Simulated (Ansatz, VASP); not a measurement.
InAs in VASP and in Ansatz

```
In As
1.0
     0.00000    2.78372    2.78372
     2.78372    0.00000    2.78372
     2.78372    2.78372    0.00000
In As
1 1
Direct
  0.00000 0.00000 0.00000
  0.50000 0.50000 0.50000
```

Change from the starting cell: volume scaled by 0.94, PAW files.

Alike in both runs: task single point; functional r2SCAN; k mesh 13 × 13 × 13; occupations fermi-dirac, width 0.05 eV; no spin polarisation.

```csv
,VASP,Ansatz
version,VASP 6.6.1,Ansatz 0.2.0
potentials or method,"VASP PAW PBE potentials, release 64 (In_d, As)","PAW with Ansatz's default frozen-core files, scalar-relativistic"
plane-wave cutoff (eV),550,500
valence electrons in the cell,18,28
```

|  | VASP | Ansatz | Ansatz less VASP |
| --- | --- | --- | --- |
| pressure (GPa) | 5.4 | 5.2 | -0.15 |

VASP's potentials were made for PBE, not for r2SCAN. With one functional, cell and mesh, what is left measures potentials, basis and numerics. VASP's potentials hold 18 valence electrons a cell and Ansatz's 28, so a difference there can come from the potentials and not from the codes.
